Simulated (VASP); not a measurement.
# LaTe4 (Im-3m) in VASP: notebook

The runs below take LaTe4 through single point, relaxation of cell and atoms, with PBE.

Everything below comes from runs of VASP 6.6.1. Logs are shortened: lines on timing, memory, paths and dates and some standing lists are left out, and cuts for length are marked.

**1. The cell of the first run**

It takes space group Im-3m (No. 229, cubic). Conventional cell: a = 7.122 Å, b = 7.122 Å, c = 7.122 Å, α = 90.00°, β = 90.00°, γ = 90.00°. Within 4.1 Å of La (site symmetry m-3m) lie 8 Te at 3.08 Å. Te (site symmetry -3m) has 2 La at 3.08 Å and 6 Te at 3.56 Å within 4.1 Å.

**2. Single point, PBE**

File INCAR:

```
SYSTEM = LaTe4
ALGO = Normal
EDIFF = 1E-6
ENCUT = 520
GGA = PE
ISIF = 2
ISMEAR = 0
LASPH = .True.
LCHARG = .False.
LREAL = .False.
LWAVE = .False.
NBANDS = 26
NELM = 80
PREC = Accurate
SIGMA = 0.1
```

File KPOINTS:

```
k-points
0
Gamma
  4 4 4
  0 0 0
```

File POSCAR:

```
LaTe4
1.0
   -3.5609632900      3.5609632900      3.5609632900
    3.5609632900     -3.5609632900      3.5609632900
    3.5609632900      3.5609632900     -3.5609632900
La Te
1 4
Direct
    0.0000000000      0.0000000000      0.0000000000
    0.5000000000      0.5000000000      0.5000000000
    0.0000000000      0.0000000000      0.5000000000
    0.0000000000      0.5000000000      0.0000000000
    0.5000000000      0.0000000000      0.0000000000
```

Potentials or basis: VASP PAW PBE potentials, release 64 (La, Te).

Run with:

```bash
$ cat potpaw_PBE.64/La/POTCAR potpaw_PBE.64/Te/POTCAR > POTCAR
$ mpirun -np 1 vasp_std > vasp.out
```

OUTCAR:

```text
SYSTEM = LaTe4
   EDIFF = 1E-6
   ENCUT = 520
   GGA = PE
   ISIF = 2
   ISMEAR = 0
   LASPH = .True.
   LREAL = .False.
   NELM = 80
   PREC = Accurate

 ion  position               nearest neighbor table
   1  0.000  0.000  0.000-   2 3.08   3 3.08   4 3.08   5 3.08   3 3.08   4 3.08   5 3.08   2 3.08

   2  0.500  0.500  0.500-   1 3.08   1 3.08   4 3.56   5 3.56   5 3.56   4 3.56   3 3.56   3 3.56

   3  0.000  0.000  0.500-   1 3.08   1 3.08   4 3.56   5 3.56   2 3.56   4 3.56   5 3.56   2 3.56

   4  0.000  0.500  0.000-   1 3.08   1 3.08   3 3.56   5 3.56   2 3.56   3 3.56   2 3.56   5 3.56

   5  0.500  0.000  0.000-   1 3.08   1 3.08   3 3.56   4 3.56   2 3.56   2 3.56   3 3.56   4 3.56

  LATTYP: Found a body centered cubic cell.
 ALAT       =     7.1219265800

  Lattice vectors:

 A1 = (  -3.5609632900,   3.5609632900,   3.5609632900)
 A2 = (   3.5609632900,  -3.5609632900,   3.5609632900)
 A3 = (   3.5609632900,   3.5609632900,  -3.5609632900)

Analysis of symmetry for initial positions (statically):
=====================================================================
 Subroutine PRICEL returns:
 Original cell was already a primitive cell.

 Routine SETGRP: Setting up the symmetry group for a
 body centered cubic supercell.

 Subroutine GETGRP returns: Found 48 space group operations
 (whereof 48 operations were pure point group operations)
 out of a pool of 48 trial point group operations.

The static configuration has the point symmetry O_h .

Analysis of symmetry for dynamics (positions and initial velocities):
=====================================================================
 Subroutine PRICEL returns:
 Original cell was already a primitive cell.

 Routine SETGRP: Setting up the symmetry group for a
 body centered cubic supercell.

 Subroutine GETGRP returns: Found 48 space group operations
 (whereof 48 operations were pure point group operations)
 out of a pool of 48 trial point group operations.

The dynamic configuration has the point symmetry O_h .

 Subroutine INISYM returns: Found 48 space group operations
 (whereof 48 operations are pure point group operations),
 and found     1 'primitive' translations

----------------------------------------------------------------------------------------

                                     Primitive cell

  volume of cell :     180.6186

  direct lattice vectors                    reciprocal lattice vectors
    -3.560963290  3.560963290  3.560963290     0.000000000  0.140411445  0.140411445
     3.560963290 -3.560963290  3.560963290     0.140411445  0.000000000  0.140411445
     3.560963290  3.560963290 -3.560963290     0.140411445  0.140411445  0.000000000

  length of vectors
     6.167769342  6.167769342  6.167769342     0.198571769  0.198571769  0.198571769

  position of ions in fractional coordinates (direct lattice)
     0.000000000  0.000000000  0.000000000
     0.500000000  0.500000000  0.500000000
     0.000000000  0.000000000  0.500000000
     0.000000000  0.500000000  0.000000000
     0.500000000  0.000000000  0.000000000

  ion indices of the primitive-cell ions
   primitive index   ion index
                 1           1
                 2           2
                 3           3
                 4           4
                 5           5

----------------------------------------------------------------------------------------

 KPOINTS: k-points

Automatic generation of k-mesh.
 Grid dimensions read from file:
 generate k-points for:    4    4    4

 Generating k-lattice:

  Cartesian coordinates                     Fractional coordinates (reciprocal lattice)
     0.000000000  0.035102861  0.035102861     0.250000000  0.000000000  0.000000000
     0.035102861  0.000000000  0.035102861     0.000000000  0.250000000  0.000000000
     0.035102861  0.035102861  0.000000000     0.000000000  0.000000000  0.250000000

  Length of vectors
     0.049642942  0.049642942  0.049642942

  Shift w.r.t. Gamma in fractional coordinates (k-lattice)
     0.000000000  0.000000000  0.000000000

 Subroutine IBZKPT returns following result:
 ===========================================

 Found      8 irreducible k-points:

 Following reciprocal coordinates:
            Coordinates               Weight
  0.000000  0.000000  0.000000      1.000000
  0.250000  0.000000  0.000000     12.000000
  0.500000  0.000000  0.000000      6.000000
  0.250000  0.250000  0.000000     24.000000
  0.250000  0.250000  0.250000      2.000000
 -0.250000  0.250000  0.250000      6.000000
  0.500000  0.500000  0.250000     12.000000
  0.500000  0.500000  0.500000      1.000000
   k-points           NKPTS =      8   k-points in BZ     NKDIM =      8   number of bands    NBANDS=     26
   number of dos      NEDOS =    301   number of ions     NIONS =      5
   total plane-waves  NPLWV = 110592
   dimension x,y,z NGX =    48 NGY =   48 NGZ =   48
   dimension x,y,z NGXF=    96 NGYF=   96 NGZF=   96
   ions per type =               1   4
   NGX,Y,Z   is equivalent  to a cutoff of  12.94, 12.94, 12.94 a.u.
   NGXF,Y,Z  is equivalent  to a cutoff of  25.88, 25.88, 25.88 a.u.
 SYSTEM =  LaTe4
   PREC   = accura    normal or accurate (medium, high low for compatibility)
   ISTART =      0    job   : 0-new  1-cont  2-samecut
   ICHARG =      2    charge: 1-file 2-atom 10-const
   ISPIN  =      1    spin polarized calculation?
   LNONCOLLINEAR =      F non collinear calculations
   LSORBIT =      F    spin-orbit coupling
   LASPH  =      T    aspherical Exc in radial PAW
   ENCUT  =  520.0 eV  38.22 Ry    6.18 a.u.  11.47 11.47 11.47*2*pi/ulx,y,z
   NELM   =     80;   NELMIN=  2; NELMDL= -5     # of ELM steps
   EDIFF  = 0.1E-05   stopping-criterion for ELM
   LREAL  =      F    real-space projection
[... 7 lines left out ...]
   TEBEG  =    0.0;   TEEND  =   0.0 temperature during run
   PSTRESS=    0.0 pullay stress
   NELECT =      35.0000    total number of electrons
   NUPDOWN=      -1.0000    fix difference up-down
   EMIN   =  10.00;   EMAX   =-10.00  energy-range for DOS
   EFERMI =   0.00;   METHOD = LEGACY
   ISMEAR =     0;   SIGMA  =   0.10  broadening in eV -4-tet -1-fermi 0-gaus
   EFERMI_NEDOS =   21; number of points for ismear=-14 and -15
   IALGO  =     38    algorithm
   IMIX   =      4    mixing-type and parameters
     AMIX     =   0.40;   BMIX     =  1.00
     AMIX_MAG =   1.60;   BMIX_MAG =  1.00
  volume/ion in A,a.u.               =      36.12       243.77
  Fermi-wavevector in a.u.,A,eV,Ry     =   0.947349  1.790230 12.210823  0.897470
  Thomas-Fermi vector in A             =   2.075434
   LORBIT       =      0    0 simple, 1 ext, 2 COOP (PROOUT), +10 PAW based schemes
   GGA     = PE    functional components
   LHFCALC =     F    Hartree Fock is set to
   AEXX    =    0.0000 exact exchange contribution
   IVDW    =     0    specifies the selected vdW correction
   LEPSILON=     F    determine dielectric tensor
   LRPA    =     F    only Hartree local field effects (RPA)
 non-spin polarized calculation
 Gauss-broadening in eV      SIGMA  =   0.10
  energy-cutoff  :      520.00
  volume of cell :      180.62
 maximum number of plane-waves:      4904
 NGX is ok and might be reduce to    48
   NGX = 23   NGY = 23   NGZ = 23

 number of electron      35.0000004 magnetization

 Free energy of the ion-electron system (eV)
  ---------------------------------------------------
  ext. energy  EPLUGINS =         0.00000000
  ---------------------------------------------------
  free energy    TOTEN  =       -19.45061308 eV

  energy without entropy =      -19.41530560  energy(sigma->0) =      -19.43295934

 E-fermi :   5.3157     XC(G=0):  -8.8291

 val. band max:        5.2983333282   @ k =   0.2500   0.2500   0.0000
 cond. band min:       5.3393165657   @ k =   0.5000   0.5000   0.2500
 fundamental gap:      0.0409832375
 Fermi energy:         5.3157129874

 k-point     1 :       0.0000    0.0000    0.0000
  band No.  band energies     occupation
      1     -26.5673      2.00000
      2     -10.6298      2.00000
      3     -10.6298      2.00000
      4     -10.6298      2.00000
      5      -6.5541      2.00000
      6      -4.9196      2.00000
[... 18 lines left out ...]
     25       8.5203      0.00000
     26       8.6562      0.00000

 k-point     2 :       0.2500    0.0000    0.0000
  band No.  band energies     occupation
      1     -26.5674      2.00000
      2     -10.6977      2.00000
      3     -10.6589      2.00000
      4     -10.6277      2.00000
      5      -6.2421      2.00000
      6      -5.0276      2.00000
[... 18 lines left out ...]
     25       8.5349      0.00000
     26       8.5428      0.00000

 k-point     3 :       0.5000    0.0000    0.0000
  band No.  band energies     occupation
      1     -26.5675      2.00000
      2     -10.7611      2.00000
      3     -10.6872      2.00000
      4     -10.6255      2.00000
      5      -5.8135      2.00000
      6      -5.2471      2.00000
[... 18 lines left out ...]
     25       8.5298      0.00000
     26       8.6425      0.00000

 k-point     4 :       0.2500    0.2500    0.0000
  band No.  band energies     occupation
      1     -26.5675      2.00000
      2     -10.7404      2.00000
      3     -10.6912      2.00000
      4     -10.6443      2.00000
      5      -5.7921      2.00000
      6      -5.1247      2.00000
[... 18 lines left out ...]
     25       8.5321      0.00000
     26       8.5394      0.00000

 k-point     5 :       0.2500    0.2500    0.2500
  band No.  band energies     occupation
      1     -26.5675      2.00000
      2     -10.6927      2.00000
      3     -10.6927      2.00000
      4     -10.6927      2.00000
      5      -5.3708      2.00000
      6      -5.1599      2.00000
[... 18 lines left out ...]
     25       8.4719      0.00000
     26       8.4732      0.00000

 k-point     6 :      -0.2500    0.2500    0.2500
  band No.  band energies     occupation
      1     -26.5676      2.00000
      2     -10.6983      2.00000
      3     -10.6896      2.00000
      4     -10.6896      2.00000
      5      -5.9319      2.00000
      6      -5.0592      2.00000
[... 18 lines left out ...]
     25       8.5105      0.00000
     26       8.5268      0.00000

 k-point     7 :       0.5000    0.5000    0.2500
  band No.  band energies     occupation
      1     -26.5677      2.00000
      2     -10.7561      2.00000
      3     -10.7196      2.00000
      4     -10.6902      2.00000
      5      -5.4996      2.00000
      6      -5.1991      2.00000
[... 18 lines left out ...]
     25       8.4186      0.00000
     26       8.4422      0.00000

 k-point     8 :       0.5000    0.5000    0.5000
  band No.  band energies     occupation
      1     -26.5678      2.00000
      2     -10.7511      2.00000
      3     -10.7511      2.00000
      4     -10.7511      2.00000
      5      -5.1484      2.00000
      6      -5.1484      2.00000
[... 18 lines left out ...]
     25       8.3005      0.00000
     26       8.3005      0.00000

------------------------ aborting loop because EDIFF is reached ----------------------------------------

  FORCE on cell =-STRESS in cart. coord.  units (eV):
  Direction    XX          YY          ZZ          XY          YZ          ZX
  --------------------------------------------------------------------------------------
  -------------------------------------------------------------------------------------
  Total        3.6348328      3.6348328      3.6348328     -0.0000000     -0.0000000      0.0000000
  in kB       32.2427843     32.2427843     32.2427843     -0.0000000     -0.0000000      0.0000000
  external PRESSURE =      32.2427843 kB  Pullay stress =       0.0000000 kB

 VOLUME and BASIS-vectors are now :
 -----------------------------------------------------------------------------
  energy-cutoff  :      520.00
  volume of cell :      180.62
      direct lattice vectors                 reciprocal lattice vectors
    -3.560963290  3.560963290  3.560963290     0.000000000  0.140411445  0.140411445
     3.560963290 -3.560963290  3.560963290     0.140411445  0.000000000  0.140411445
     3.560963290  3.560963290 -3.560963290     0.140411445  0.140411445  0.000000000

 POSITION                                       TOTAL-FORCE (eV/Angst)
 -----------------------------------------------------------------------------------
      0.00000      0.00000      0.00000         0.000000     -0.000000      0.000000
      1.78048      1.78048      1.78048        -0.000000      0.000000      0.000000
      1.78048      1.78048     -1.78048        -0.000000     -0.000000     -0.000000
      1.78048     -1.78048      1.78048         0.000000     -0.000000     -0.000000
     -1.78048      1.78048      1.78048        -0.000000      0.000000      0.000000
 -----------------------------------------------------------------------------------
    total drift:                                0.000000      0.000000     -0.000000

  FREE ENERGIE OF THE ION-ELECTRON SYSTEM (eV)
  ---------------------------------------------------
  free  energy   TOTEN  =       -19.4506130754 eV

  energy  without entropy=      -19.4153055984  energy(sigma->0) =      -19.43295934
```

Run time: 1.9 min. Hardware: 1 thread of Oxide Virtual Turin-like, shared host; peak memory 0.29 GiB.

What came out:

* Free energy: -19.4506 eV
* Pressure: 3.2 GPa

Levels at points of the mesh, in eV from the Fermi level:
| k point | band 12 | band 13 | band 14 | band 15 | band 16 | band 17 | band 18 | band 19 | band 20 | band 21 |
| --- | --- | --- | --- | --- | --- | --- | --- | --- | --- | --- |
| (0.00, 0.00, 0.00) | -2.66 | -2.66 | -2.66 | 0.36 | 0.36 | 0.36 | 0.39 | 0.98 | 0.98 | 2.10 |
| (0.50, 0.00, 0.00) | -2.59 | -2.20 | -1.97 | -1.55 | -1.03 | -1.02 | -0.91 | 0.87 | 0.89 | 2.87 |
| (0.50, 0.50, 0.50) | -3.43 | -3.43 | -3.43 | 0.23 | 0.23 | 0.23 | 1.36 | 1.36 | 1.36 | 2.86 |

Caveat: spin-orbit coupling is left out, which moves the levels of the heavy elements.

**3. Single point, PBE**

This run uses another cell than the first one, of 39.11 Å³/atom, 1.083 times its volume.

File INCAR:

```
SYSTEM = LaTe4
ALGO     = Normal         ! electronic algorithm
EDIFF    = 1E-6           ! SCF threshold, eV
ENCUT    = 520            ! plane-wave cutoff, eV
GGA      = PE             ! functional
ISIF     = 2              ! what is computed and relaxed
ISMEAR   = 0              ! smearing method
LASPH    = .TRUE.         ! aspherical terms in the spheres
LCHARG   = .FALSE.        ! write CHGCAR
LREAL    = .FALSE.        ! projectors in reciprocal space
LWAVE    = .FALSE.        ! write WAVECAR
NBANDS   = 26             ! bands
NELM     = 80             ! most SCF steps
PREC     = Accurate       ! precision mode
SIGMA    = 0.1            ! smearing width, eV
```

File KPOINTS:

```
k-points
0
G
  4 4 4
  0 0 0
```

POSCAR: that of step 2 with these lines changed.

```diff
@@ -2,5 +2,5 @@
 1.0
-   -3.5609632900      3.5609632900      3.5609632900
-    3.5609632900     -3.5609632900      3.5609632900
-    3.5609632900      3.5609632900     -3.5609632900
+   -3.6565748460      3.6565748460      3.6565748460
+    3.6565748460     -3.6565748460      3.6565748460
+    3.6565748460      3.6565748460     -3.6565748460
 La Te
```

Potentials or basis: VASP PAW PBE potentials, release 64 (La, Te).

Run with:

```bash
$ cat potpaw_PBE.64/La/POTCAR potpaw_PBE.64/Te/POTCAR > POTCAR
$ mpirun -np 1 vasp_std > vasp.out
```

Wall time 83 s (1 thread of Oxide Virtual Turin-like, shared host); peak memory 0.3 GiB.

The run converged. Its results:

| Quantity | Value |
| --- | --- |
| Free energy | -19.5822 eV |
| Pressure | -0.2 GPa |

Levels at points of the mesh, in eV from the Fermi level:
```
           k point  band 14  band 15  band 16  band 17  band 18  band 19
(0.00, 0.00, 0.00)    -2.53     0.32     0.32     0.32     0.33     1.22
(0.50, 0.00, 0.00)    -1.74    -1.49    -1.03    -0.88    -0.83     0.78
(0.50, 0.50, 0.50)    -3.10     0.21     0.21     0.21     1.22     1.22
```

Caveat: spin-orbit coupling is left out, which moves the levels of the heavy elements.

(Continued in part 2 of 2.)
